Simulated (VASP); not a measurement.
Here is a VASP 6.6.1 calculation.

INCAR

```
SYSTEM = Fe
ALGO = Normal
EDIFF = 1E-6
ENCUT = 520
GGA = RE
ISIF = 2
ISMEAR = -1
LASPH = .TRUE.
LCHARG = .TRUE.
LELF = .TRUE.
LREAL = .FALSE.
LVHAR = .TRUE.
LWAVE = .FALSE.
NBANDS = 15
NELM = 80
PREC = Accurate
SIGMA = 0.1
```

File KPOINTS:

```
k-points
0
G
  13 13 13
  0 0 0
```

Contents of POSCAR:

```
Fe
1.0
    0.0000000000      2.5164318925      2.5164318925
    2.5164318925      0.0000000000      2.5164318925
    2.5164318925      2.5164318925      0.0000000000
Fe
2
Direct
    0.1250000000      0.1250000000      0.1250000000
    0.8750000000      0.8750000000      0.8750000000
```

Potentials or basis: VASP PAW PBE potentials, release 64 (Fe).

Launch:

```sh
$ cat potpaw_PBE.64/Fe/POTCAR > POTCAR
$ mpirun -np 1 vasp_std > vasp.out
```

Q: Estimate the pressure.

A: -10.1 GPa.

Q: Estimate the band gap on the k mesh.

A: Zero (band 8 reaches 3.25 eV, above the bottom of band 9 at 2.56 eV).

Caveat: the PAW data sets were made with another functional, which shifts forces and pressure a little; the run has no spin polarisation, though such a crystal can be magnetic. Spin polarisation is off, so any magnetic state and its effect on volume and gap are missing.
